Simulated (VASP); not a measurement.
## HfO2: relaxation of the atoms with r2SCAN

The system is HfO2.

```xyz
6
Lattice="4.8382 0.0000 0.0000 0.0000 4.8382 0.0000 0.1288 0.0000 3.2203" Properties=species:S:1:pos:R:3 pbc="T T T"
Hf    0.0000    0.0000    0.0000
Hf    2.4835    2.4191    1.6102
O     1.0075    3.8956    1.5986
O     1.4760    1.4765    0.0115
O     3.3622    3.3617   -0.0115
O     3.9595    0.9426    1.6217
```

This cell differs from its parent crystal: shear of c along a, cell held: +4.0 %.

```json
{
  "Program": "VASP 6.6.1",
  "Task": "relaxation of the atoms",
  "Functional": "r2SCAN",
  "Potentials or basis": "VASP PAW PBE potentials, release 64 (Hf_pv, O)",
  "Cutoff": "520 eV",
  "k mesh": "6 × 6 × 8",
  "Occupations": "gaussian, width 0.02 eV",
  "Spin": "no spin polarisation",
  "Dipole correction": "no",
  "Further INCAR settings": "ALGO = Normal; EDIFF = 1e-07; IBRION = 2; EDIFFG = -0.008; NSW = 60"
}
```

```yaml
Energy_gained_by_relaxing: 0.5 meV/atom
Ionic_steps: 5
Pressure_after_relaxing: -3.2 GPa
Largest_force_after_relaxing: 0.004 eV/Å
Band_gap_on_the_k_mesh: 4.45 eV
```

Forces on the atoms (eV/Å):
```
Hf   0.000  0.000  0.000
Hf   0.000  0.000  0.000
O    0.000  0.004  0.000
O    0.000  0.004  0.000
O    0.000 -0.004  0.000
O    0.000 -0.004  0.000
```

Stress tensor (GPa, compression positive):
```
-3.00  0.00 -4.53
 0.00 -2.82  0.00
-4.53  0.00 -3.78
```

Step by step:
```csv
step,energy change (eV),largest force (eV/Å),pressure (GPa)
1,0.0000,0.1466,-3.13
2,-0.0028,0.0507,-3.16
3,-0.0031,0.0165,-3.17
4,-0.0031,0.0160,-3.17
5,-0.0031,0.0040,-3.20
```

Final structure:
```cif
data_structure
_symmetry_space_group_name_H-M 'P 1'
_symmetry_Int_Tables_number 1
_cell_length_a 4.8382
_cell_length_b 4.8382
_cell_length_c 3.2229
_cell_angle_alpha 90.000
_cell_angle_beta 87.709
_cell_angle_gamma 90.000
_cell_volume 75.38
loop_
_atom_site_label
_atom_site_type_symbol
_atom_site_fract_x
_atom_site_fract_y
_atom_site_fract_z
_atom_site_occupancy
Hf1 Hf 0.00000 0.00000 0.00000 1
Hf2 Hf 0.50000 0.50000 0.50000 1
O1 O 0.19484 0.80548 0.49314 1
O2 O 0.30516 0.30548 0.00686 1
O3 O 0.69484 0.69452 0.99314 1
O4 O 0.80516 0.19452 0.50686 1
```

Levels at points of the mesh, in eV from the valence-band top:
```tsv
k point	band 20	band 21	band 22	band 23	band 24	band 25
(0.00, 0.00, 0.00)	-0.52	-0.48	0.00	4.45	4.57	5.70
(0.50, 0.00, 0.00)	-1.50	-0.68	-0.68	5.10	5.10	6.63
(0.00, 0.50, 0.00)	-1.50	-0.67	-0.67	5.10	5.10	6.61
(0.50, 0.50, 0.00)	-1.22	-0.87	-0.87	4.66	4.66	6.12
(0.00, 0.00, 0.50)	-2.09	-1.01	-1.01	6.04	6.04	6.56
(0.50, 0.00, 0.50)	-1.71	-1.09	-0.82	4.55	4.80	6.73
(0.00, 0.50, 0.50)	-1.78	-0.96	-0.96	4.67	4.67	6.77
(0.50, 0.50, 0.50)	-1.11	-0.53	-0.53	5.58	5.58	6.35
```

Run time: 5.9 min on 4 MPI ranks on AMD EPYC 9R45 96-Core Processor (Zen 5), on a shared host, peak memory 0.29 GiB a rank.

Caveat: the cell differs from its parent crystal (shear of c along a, cell held: +4.0 %); the PAW data sets were made with another functional, which shifts forces and pressure a little; spin-orbit coupling is left out, which moves the levels of the heavy elements. A k mesh can miss the band edges.
